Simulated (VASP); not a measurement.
# Hf4Ta (P6/mmm) in VASP: relaxation of cell and atoms with PBE

Aim: the relaxation of cell and atoms of Hf4Ta with PBE.

Program: VASP 6.6.1. These are calculated values, not measurements. Logs are shortened: lines on timing, memory, paths and dates and some standing lists are left out, and cuts for length are marked.

### 1 The cell of the first run

The structure is hexagonal, space group P6/mmm (No. 191). Conventional cell: a = 5.033 Å, b = 5.033 Å, c = 5.636 Å, α = 90.00°, β = 90.00°, γ = 120.00°. Hf (site symmetry -6m2) has 5 Hf at 2.82 to 2.91 Å and 3 Ta at 2.91 Å within 3.7 Å. Hf (site symmetry -6m2) has 5 Hf at 2.82 to 2.91 Å within 3.7 Å. Ta (site symmetry 6/mmm) has 6 Hf at 2.91 Å within 3.8 Å.

The cell was built from a structure type or drawn by symmetry, and may not be a known phase.

### 2 Relaxation of cell and atoms, PBE

INCAR

```
PREC = Accurate ; ENCUT = 500
EDIFF = 1E-7 ; ISMEAR = 0
SIGMA = 0.1 ; LREAL = F
LASPH = T ; NELM = 120
ALGO = Normal ; ISIF = 3
LWAVE = F ; LCHARG = F
GGA = PE ; IBRION = 2
NSW = 100 ; EDIFFG = -0.01
GGA_COMPAT = F ; NELMIN = 4
```

KPOINTS

```
Automatic mesh
0
Gamma
  12 12 8
```

POSCAR

```
Hf4Ta
1.0
    5.0328714337      0.0000000000      0.0000000000
   -2.5164357168      4.3585945155      0.0000000000
    0.0000000000      0.0000000000      5.6364024630
Hf Ta
4 1
Direct
    0.3333333333      0.6666666667      0.0000000000
    0.6666666667      0.3333333333      0.0000000000
    0.3333333333      0.6666666667      0.5000000000
    0.6666666667      0.3333333333      0.5000000000
    0.0000000000      0.0000000000      0.0000000000
```

Potentials or basis: VASP PAW PBE potentials, release 64 (Hf_pv, Ta_pv).

Run with:

```bash
$ cat potpaw_PBE.64/Hf_pv/POTCAR potpaw_PBE.64/Ta_pv/POTCAR > POTCAR
$ mpirun -np 1 vasp_std > vasp.out
```

OUTCAR:

```text
PREC = Accurate
   ENCUT = 500
   EDIFF = 1E-7
   ISMEAR = 0
   LREAL = F
   LASPH = T
   NELM = 120
   ISIF = 3
   GGA = PE
   IBRION = 2
   NSW = 100
   EDIFFG = -0.01
   NELMIN = 4

 ion  position               nearest neighbor table
   1  0.333  0.667  0.000-   3 2.82   3 2.82   2 2.91   5 2.91   2 2.91   5 2.91   5 2.91   2 2.91

   2  0.667  0.333  0.000-   4 2.82   4 2.82   1 2.91   5 2.91   1 2.91   5 2.91   5 2.91   1 2.91

   3  0.333  0.667  0.500-   1 2.82   1 2.82   4 2.91   4 2.91   4 2.91
   4  0.667  0.333  0.500-   2 2.82   2 2.82   3 2.91   3 2.91   3 2.91
   5  0.000  0.000  0.000-   1 2.91   2 2.91   1 2.91   2 2.91   2 2.91   1 2.91

  LATTYP: Found a hexagonal cell.
 ALAT       =     5.0328714337
 C/A-ratio  =     1.1199178316

  Lattice vectors:

 A1 = (   5.0328714337,   0.0000000000,   0.0000000000)
 A2 = (  -2.5164357168,   4.3585945155,   0.0000000000)
 A3 = (   0.0000000000,   0.0000000000,   5.6364024630)

Analysis of symmetry for initial positions (statically):
=====================================================================
 Subroutine PRICEL returns:
 Original cell was already a primitive cell.

 Routine SETGRP: Setting up the symmetry group for a
 hexagonal supercell.

 Subroutine GETGRP returns: Found 24 space group operations
 (whereof 24 operations were pure point group operations)
 out of a pool of 24 trial point group operations.

The static configuration has the point symmetry D_6h.

Analysis of symmetry for dynamics (positions and initial velocities):
=====================================================================
 Subroutine PRICEL returns:
 Original cell was already a primitive cell.

 Routine SETGRP: Setting up the symmetry group for a
 hexagonal supercell.

 Subroutine GETGRP returns: Found 24 space group operations
 (whereof 24 operations were pure point group operations)
 out of a pool of 24 trial point group operations.

The dynamic configuration has the point symmetry D_6h.

 Subroutine INISYM returns: Found 24 space group operations
 (whereof 24 operations are pure point group operations),
 and found     1 'primitive' translations

----------------------------------------------------------------------------------------

[... 104 lines left out ...]
   ISIF   =      3    stress and relaxation
   ISYM   =      2    0-nonsym 1-usesym 2-fastsym
   POTIM  = 0.5000    time-step for ionic-motion
   TEBEG  =    0.0;   TEEND  =   0.0 temperature during run
   PSTRESS=    0.0 pullay stress
   NELECT =      51.0000    total number of electrons
   NUPDOWN=      -1.0000    fix difference up-down
   EMIN   =  10.00;   EMAX   =-10.00  energy-range for DOS
   EFERMI =   0.00;   METHOD = LEGACY
   ISMEAR =     0;   SIGMA  =   0.10  broadening in eV -4-tet -1-fermi 0-gaus
   EFERMI_NEDOS =   21; number of points for ismear=-14 and -15
   IALGO  =     38    algorithm
   IMIX   =      4    mixing-type and parameters
     AMIX     =   0.40;   BMIX     =  1.00
     AMIX_MAG =   1.60;   BMIX_MAG =  1.00
  volume/ion in A,a.u.               =      24.73       166.87
  Fermi-wavevector in a.u.,A,eV,Ry     =   1.218644  2.302903 20.205914  1.485093
  Thomas-Fermi vector in A             =   2.353923
   LORBIT       =      0    0 simple, 1 ext, 2 COOP (PROOUT), +10 PAW based schemes
   GGA     = PE    functional components
   LHFCALC =     F    Hartree Fock is set to
   AEXX    =    0.0000 exact exchange contribution
   IVDW    =     0    specifies the selected vdW correction
   LEPSILON=     F    determine dielectric tensor
   LRPA    =     F    only Hartree local field effects (RPA)
 conjugate gradient relaxation of ions
 non-spin polarized calculation
 Gauss-broadening in eV      SIGMA  =   0.10
  energy-cutoff  :      500.00
  volume of cell :      123.64
 maximum number of plane-waves:      3164
 NGX is ok and might be reduce to    40
   NGX = 19   NGY = 19   NGZ = 21

--------------------------------------- Ionic step        1  -------------------------------------------

 number of electron      51.0000003 magnetization

 Free energy of the ion-electron system (eV)
  ---------------------------------------------------
  ext. energy  EPLUGINS =         0.00000000
  ---------------------------------------------------
  free energy    TOTEN  =       -45.96395371 eV

  energy without entropy =      -45.92575694  energy(sigma->0) =      -45.94485532

------------------------ aborting loop because EDIFF is reached ----------------------------------------

  FORCE on cell =-STRESS in cart. coord.  units (eV):
  Direction    XX          YY          ZZ          XY          YZ          ZX
  --------------------------------------------------------------------------------------
  -------------------------------------------------------------------------------------
  Total       -0.1238396     -0.1238396     -0.5528894     -0.0000000     -0.0000000     -0.0000000
  in kB       -1.6047447     -1.6047447     -7.1644774     -0.0000000     -0.0000000     -0.0000000
  external PRESSURE =      -3.4579890 kB  Pullay stress =       0.0000000 kB
[... 104 lines left out ...]
--------------------------------------- Ionic step        4  -------------------------------------------

 number of electron      51.0000000 magnetization

 Free energy of the ion-electron system (eV)
  ---------------------------------------------------
  ext. energy  EPLUGINS =         0.00000000
  ---------------------------------------------------
  free energy    TOTEN  =       -45.96512313 eV

  energy without entropy =      -45.92693305  energy(sigma->0) =      -45.94602809

 E-fermi :   3.6543     XC(G=0): -10.7244

 val. band max:        3.6532077953   @ k =   0.4167   0.0833   0.1250
 cond. band min:       3.6599954337   @ k =   0.0833   0.0000   0.5000
 fundamental gap:      0.0067876385
 Fermi energy:         3.6543327055

 k-point     1 :       0.0000    0.0000    0.0000
  band No.  band energies     occupation
      1     -31.0114      2.00000
      2     -30.7530      2.00000
      3     -30.7530      2.00000
      4     -27.3564      2.00000
      5     -27.2349      2.00000
      6     -27.2349      2.00000
[... 781 lines left out ...]
     29       4.6268      0.00000
     30       4.6362      0.00000

 [... further k-points ...]

------------------------ aborting loop because EDIFF is reached ----------------------------------------

  FORCE on cell =-STRESS in cart. coord.  units (eV):
  Direction    XX          YY          ZZ          XY          YZ          ZX
  --------------------------------------------------------------------------------------
  -------------------------------------------------------------------------------------
  Total       -0.0463190     -0.0463190      0.0228939     -0.0000000      0.0000000      0.0000000
  in kB       -0.6029171     -0.6029171      0.2980006     -0.0000000      0.0000000      0.0000000
  external PRESSURE =      -0.3026112 kB  Pullay stress =       0.0000000 kB
[... 20 lines left out ...]
  FREE ENERGIE OF THE ION-ELECTRON SYSTEM (eV)
  ---------------------------------------------------
  free  energy   TOTEN  =       -45.9651231317 eV

  energy  without entropy=      -45.9269330482  energy(sigma->0) =      -45.94602809

 reached required accuracy - stopping structural energy minimisation
```

Run time: 7.1 min. Hardware: 1 thread of Intel Xeon 6975P-C (Granite Rapids), shared host; peak memory 0.46 GiB.

Results:

```
Free energy                           : -45.9651 eV
Relaxed volume                        : 24.62 Å³/atom
Relaxed cell                          : a = 5.033 Å, b = 5.033 Å, c = 5.612 Å, α = 90.00°, β = 90.00°, γ = 120.00°
Space group after relaxing (to 0.1 Å) : P6/mmm (No. 191)
Energy gained by relaxing             : 0.2 meV/atom
Ionic steps                           : 4
Pressure after relaxing               : 0.0 GPa
Band gap on the k mesh                : zero (an odd number of electrons rules out a gap without spin polarisation)
```

Step by step:
```tsv
step	energy change (eV)	largest force (eV/Å)	pressure (GPa)	volume (Å³)
1	0.0000	0.0000	-0.35	123.64
2	-0.0009	0.0000	0.24	122.69
3	-0.0011	0.0000	0.06	122.98
4	-0.0012	0.0000	-0.03	123.09
```

Final structure:
```cif
data_structure
_symmetry_space_group_name_H-M 'P 1'
_symmetry_Int_Tables_number 1
_cell_length_a 5.0325
_cell_length_b 5.0325
_cell_length_c 5.6119
_cell_angle_alpha 90.000
_cell_angle_beta 90.000
_cell_angle_gamma 120.000
_cell_volume 123.09
loop_
_atom_site_label
_atom_site_type_symbol
_atom_site_fract_x
_atom_site_fract_y
_atom_site_fract_z
_atom_site_occupancy
Hf1 Hf 0.33333 0.66667 0.00000 1
Hf2 Hf 0.66667 0.33333 0.00000 1
Hf3 Hf 0.33333 0.66667 0.50000 1
Hf4 Hf 0.66667 0.33333 0.50000 1
Ta1 Ta 0.00000 0.00000 0.00000 1
```

Caveat: spin-orbit coupling is left out, which moves the levels of the heavy elements.
